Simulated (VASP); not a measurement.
# P (Pm-3m) in VASP: relaxation of cell and atoms with PBE

Aim: the relaxation of cell and atoms of P with PBE.

All numbers are computed with VASP 6.6.1; they aren't measurements. Logs are shortened: lines on timing, memory, paths and dates and some standing lists are left out, and cuts for length are marked.

## Step 1: The cell of the first run

Symmetry: Pm-3m, No. 221, cubic system. The conventional cell has a = 1.985 Å, b = 1.985 Å, c = 1.985 Å, α = 90.00°, β = 90.00°, γ = 90.00°. P (site symmetry m-3m) has 6 P at 1.99 Å within 2.6 Å.

This isn't the form of P at room conditions, which is orthorhombic.

## Step 2: Relaxation of cell and atoms, PBE, target pressure 270 GPa, at which the enthalpy is minimised

The input, INCAR:

```
PREC = Accurate ; ENCUT = 600
EDIFF = 1E-7 ; ISMEAR = -1
SIGMA = 0.1 ; LREAL = False
LASPH = True ; NELM = 60
ALGO = Normal ; ISIF = 3
LWAVE = False ; LCHARG = False
GGA = PE ; IBRION = 2
NSW = 32 ; EDIFFG = -0.005
PSTRESS = 2700.0
```

The input, KPOINTS:

```
regular mesh
0
Gamma
  19 19 19
```

The input, POSCAR:

```
P
1.0
    1.9852001182      0.0000000000      0.0000000000
    0.0000000000      1.9852001182      0.0000000000
    0.0000000000      0.0000000000      1.9852001182
P
1
Direct
    0.0000000000      0.0000000000      0.0000000000
```

Potentials or basis: VASP PAW PBE potentials, release 64 (P).

Run with:

```bash
$ cat potpaw_PBE.64/P/POTCAR > POTCAR
$ mpirun -np 1 vasp_std > vasp.out
```

OUTCAR:

```text
PREC = Accurate
   ENCUT = 600
   EDIFF = 1E-7
   ISMEAR = -1
   LREAL = False
   LASPH = True
   NELM = 60
   ISIF = 3
   GGA = PE
   IBRION = 2
   NSW = 32
   EDIFFG = -0.005
   PSTRESS = 2700.0

 ion  position               nearest neighbor table
   1  0.000  0.000  0.000-

  LATTYP: Found a simple cubic cell.
 ALAT       =     1.9852001182

  Lattice vectors:

 A1 = (   1.9852001182,   0.0000000000,   0.0000000000)
 A2 = (   0.0000000000,   1.9852001182,   0.0000000000)
 A3 = (   0.0000000000,   0.0000000000,   1.9852001182)

Analysis of symmetry for initial positions (statically):
=====================================================================
 Subroutine PRICEL returns:
 Original cell was already a primitive cell.

 Routine SETGRP: Setting up the symmetry group for a
 simple cubic supercell.

 Subroutine GETGRP returns: Found 48 space group operations
 (whereof 48 operations were pure point group operations)
 out of a pool of 48 trial point group operations.

The static configuration has the point symmetry O_h .

Analysis of symmetry for dynamics (positions and initial velocities):
=====================================================================
 Subroutine PRICEL returns:
 Original cell was already a primitive cell.

 Routine SETGRP: Setting up the symmetry group for a
 simple cubic supercell.

 Subroutine GETGRP returns: Found 48 space group operations
 (whereof 48 operations were pure point group operations)
 out of a pool of 48 trial point group operations.

The dynamic configuration has the point symmetry O_h .

 Subroutine INISYM returns: Found 48 space group operations
 (whereof 48 operations are pure point group operations),
 and found     1 'primitive' translations

----------------------------------------------------------------------------------------

                                     Primitive cell

  volume of cell :       7.8237

  direct lattice vectors                    reciprocal lattice vectors
     1.985200118  0.000000000  0.000000000     0.503727554  0.000000000  0.000000000
     0.000000000  1.985200118  0.000000000     0.000000000  0.503727554  0.000000000
     0.000000000  0.000000000  1.985200118     0.000000000  0.000000000  0.503727554

  length of vectors
     1.985200118  1.985200118  1.985200118     0.503727554  0.503727554  0.503727554

  position of ions in fractional coordinates (direct lattice)
     0.000000000  0.000000000  0.000000000

  ion indices of the primitive-cell ions
   primitive index   ion index
                 1           1

----------------------------------------------------------------------------------------

 KPOINTS: regular mesh

Automatic generation of k-mesh.
 Grid dimensions read from file:
 generate k-points for:   19   19   19

 Generating k-lattice:

  Cartesian coordinates                     Fractional coordinates (reciprocal lattice)
     0.026511977  0.000000000  0.000000000     0.052631579  0.000000000  0.000000000
     0.000000000  0.026511977  0.000000000     0.000000000  0.052631579  0.000000000
     0.000000000  0.000000000  0.026511977     0.000000000  0.000000000  0.052631579

  Length of vectors
     0.026511977  0.026511977  0.026511977

  Shift w.r.t. Gamma in fractional coordinates (k-lattice)
     0.000000000  0.000000000  0.000000000

 Subroutine IBZKPT returns following result:
 ===========================================

 Found    220 irreducible k-points:

 Following reciprocal coordinates:
            Coordinates               Weight
  0.000000  0.000000  0.000000      1.000000
  0.052632  0.000000  0.000000      6.000000
  0.105263  0.000000  0.000000      6.000000
  0.157895  0.000000  0.000000      6.000000
  0.210526  0.000000  0.000000      6.000000
  0.263158  0.000000  0.000000      6.000000
[... 16 lines left out ...]
  0.263158  0.105263  0.000000     24.000000
  0.315789  0.105263  0.000000     24.000000
 [... further k-points ...]
   k-points           NKPTS =    220   k-points in BZ     NKDIM =    220   number of bands    NBANDS=      6
   number of dos      NEDOS =    301   number of ions     NIONS =      1
   total plane-waves  NPLWV =   4096
   dimension x,y,z NGX =    16 NGY =   16 NGZ =   16
   dimension x,y,z NGXF=    32 NGYF=   32 NGZF=   32
   ions per type =               1
   NGX,Y,Z   is equivalent  to a cutoff of  13.40, 13.40, 13.40 a.u.
   NGXF,Y,Z  is equivalent  to a cutoff of  26.80, 26.80, 26.80 a.u.
 SYSTEM =  unknown system
   PREC   = accura    normal or accurate (medium, high low for compatibility)
   ISTART =      0    job   : 0-new  1-cont  2-samecut
   ICHARG =      2    charge: 1-file 2-atom 10-const
   ISPIN  =      1    spin polarized calculation?
   LNONCOLLINEAR =      F non collinear calculations
   LSORBIT =      F    spin-orbit coupling
   LASPH  =      T    aspherical Exc in radial PAW
   ENCUT  =  600.0 eV  44.10 Ry    6.64 a.u.   3.96  3.96  3.96*2*pi/ulx,y,z
   NELM   =     60;   NELMIN=  2; NELMDL= -5     # of ELM steps
   EDIFF  = 0.1E-06   stopping-criterion for ELM
   LREAL  =      F    real-space projection
   EDIFFG = -.5E-02   stopping-criterion for IOM
   NSW    =     32    number of steps for IOM
   IBRION =      2    ionic relax: 0-MD 1-quasi-New 2-CG
   NFREE  =      1    steps in history (QN), initial steepest desc. (CG)
   ISIF   =      3    stress and relaxation
   ISYM   =      2    0-nonsym 1-usesym 2-fastsym
   POTIM  = 0.5000    time-step for ionic-motion
   TEBEG  =    0.0;   TEEND  =   0.0 temperature during run
   PSTRESS= 2700.0 pullay stress
   NELECT =       5.0000    total number of electrons
   NUPDOWN=      -1.0000    fix difference up-down
   EMIN   =  10.00;   EMAX   =-10.00  energy-range for DOS
   EFERMI =   0.00;   METHOD = LEGACY
   ISMEAR =    -1;   SIGMA  =   0.10  broadening in eV -4-tet -1-fermi 0-gaus
   EFERMI_NEDOS =   21; number of points for ismear=-14 and -15
   IALGO  =     38    algorithm
   IMIX   =      4    mixing-type and parameters
     AMIX     =   0.40;   BMIX     =  1.00
     AMIX_MAG =   1.60;   BMIX_MAG =  1.00
  volume/ion in A,a.u.               =       7.82        52.80
  Fermi-wavevector in a.u.,A,eV,Ry     =   1.410135  2.664768 27.054904  1.988479
  Thomas-Fermi vector in A             =   2.532119
   LORBIT       =      0    0 simple, 1 ext, 2 COOP (PROOUT), +10 PAW based schemes
   GGA     = PE    functional components
   LHFCALC =     F    Hartree Fock is set to
   AEXX    =    0.0000 exact exchange contribution
   IVDW    =     0    specifies the selected vdW correction
   LEPSILON=     F    determine dielectric tensor
   LRPA    =     F    only Hartree local field effects (RPA)
 conjugate gradient relaxation of ions
 non-spin polarized calculation
  energy-cutoff  :      600.00
  volume of cell :        7.82
 maximum number of plane-waves:       280
 NGX is ok and might be reduce to    16
   NGX =  7   NGY =  7   NGZ =  7

--------------------------------------- Ionic step        1  -------------------------------------------

 number of electron       5.0000000 magnetization

 Free energy of the ion-electron system (eV)
  ---------------------------------------------------
  ext. energy  EPLUGINS =         0.00000000
  ---------------------------------------------------
  free energy    TOTEN  =        -1.99114433 eV

  energy without entropy =       -1.97889303  energy(sigma->0) =       -1.98501868

------------------------ aborting loop because EDIFF is reached ----------------------------------------

  FORCE on cell =-STRESS in cart. coord.  units (eV):
  Direction    XX          YY          ZZ          XY          YZ          ZX
  --------------------------------------------------------------------------------------
  -------------------------------------------------------------------------------------
  Total       13.0205495     13.0205495     13.0205495      0.0000000      0.0000000     -0.0000000
  in kB     2666.4105373   2666.4105373   2666.4105373      0.0000000      0.0000000     -0.0000000
  external PRESSURE =     -33.5894627 kB  Pullay stress =    2700.0000000 kB
[... 59 lines left out ...]
  enthalpy is  TOTEN    =        11.2030866881 eV   P V=       12.8740575418

--------------------------------------- Ionic step        3  -------------------------------------------

 number of electron       5.0000000 magnetization

 Free energy of the ion-electron system (eV)
  ---------------------------------------------------
  ext. energy  EPLUGINS =         0.00000000
  ---------------------------------------------------
  free energy    TOTEN  =        -1.94640618 eV

  energy without entropy =       -1.93414546  energy(sigma->0) =       -1.94027582

 E-fermi :  20.3231     XC(G=0): -14.2262

 val. band max:       20.2947373039   @ k =   0.4737   0.3158   0.3158
 cond. band min:      20.3530592252   @ k =   0.1579   0.1579   0.1579
 fundamental gap:      0.0583219214
 Fermi energy:        20.3230519990

 k-point     1 :       0.0000    0.0000    0.0000
  band No.  band energies     occupation
      1      -3.5956      2.00000
      2      26.4943      0.00000
      3      26.4943      0.00000
      4      30.3741      0.00000
      5      30.3741      0.00000
      6      30.3741      0.00000

 k-point     2 :       0.0526    0.0000    0.0000
  band No.  band energies     occupation
      1      -3.4959      2.00000
      2      25.0657      0.00000
      3      26.5762      0.00000
      4      30.4538      0.00000
      5      30.4538      0.00000
      6      31.7026      0.00000
[... 190 lines left out ...]
 k-point    24 :       0.3158    0.1053    0.0000
  band No.  band energies     occupation
      1       0.3450      2.00000
      2      12.8090      2.00000
      3      25.9569      0.00000
      4      33.5641      0.00000
      5      34.1966      0.00000
      6      40.6544      0.00000

 [... further k-points ...]

------------------------ aborting loop because EDIFF is reached ----------------------------------------

  FORCE on cell =-STRESS in cart. coord.  units (eV):
  Direction    XX          YY          ZZ          XY          YZ          ZX
  --------------------------------------------------------------------------------------
  -------------------------------------------------------------------------------------
  Total       13.1386277     13.1386277     13.1386277     -0.0000000      0.0000000     -0.0000000
  in kB     2699.8109003   2699.8109003   2699.8109003     -0.0000000      0.0000000     -0.0000000
  external PRESSURE =      -0.1890997 kB  Pullay stress =    2700.0000000 kB
[... 16 lines left out ...]
  FREE ENERGIE OF THE ION-ELECTRON SYSTEM (eV)
  ---------------------------------------------------
  free  energy   TOTEN  =        -1.9464061800 eV

  energy  without entropy=       -1.9341454639  energy(sigma->0) =       -1.94027582

  enthalpy is  TOTEN    =        11.1931418178 eV   P V=       13.1395479978

 reached required accuracy - stopping structural energy minimisation
```

It took 16 s on 1 thread of Intel Xeon 8259CL, shared host; peak memory 0.12 GiB.

Results:

* Free energy: -1.9464 eV
* Relaxed volume: 7.80 Å³/atom
* Relaxed cell: a = 1.983 Å, b = 1.983 Å, c = 1.983 Å, α = 90.00°, β = 90.00°, γ = 90.00°
* Space group after relaxing (to 0.1 Å): Pm-3m (No. 221)
* Energy change on relaxing (the run minimises the enthalpy): +44.7 meV/atom
* Ionic steps: 3
* Pressure after relaxing: 270.0 GPa
* Band gap on the k mesh: zero (an odd number of electrons rules out a gap without spin polarisation)

Step by step:
| step | energy change (eV) | largest force (eV/Å) | pressure (GPa) | volume (Å³) |
| --- | --- | --- | --- | --- |
| 1 | 0.0000 | 0.0000 | 266.64 | 7.82 |
| 2 | 0.3202 | 0.0000 | 290.54 | 7.64 |
| 3 | 0.0447 | 0.0000 | 269.98 | 7.80 |

Final structure:
```
P
1.0
     1.98294    0.00000    0.00000
     0.00000    1.98294    0.00000
     0.00000    0.00000    1.98294
P
1
Cartesian
  0.0000 0.0000 0.0000
```

Levels at points of the mesh, in eV from the Fermi level:
| k point | band 1 | band 2 | band 3 | band 4 | band 5 | band 6 |
| --- | --- | --- | --- | --- | --- | --- |
| (0.00, 0.00, 0.00) | -23.92 | 6.17 | 6.17 | 10.05 | 10.05 | 10.05 |

Caveat: the cell is relaxed towards a set pressure, so the run minimises the enthalpy, not the energy.

The gap in the log of VASP goes by the Fermi energy; the results here count the filled bands.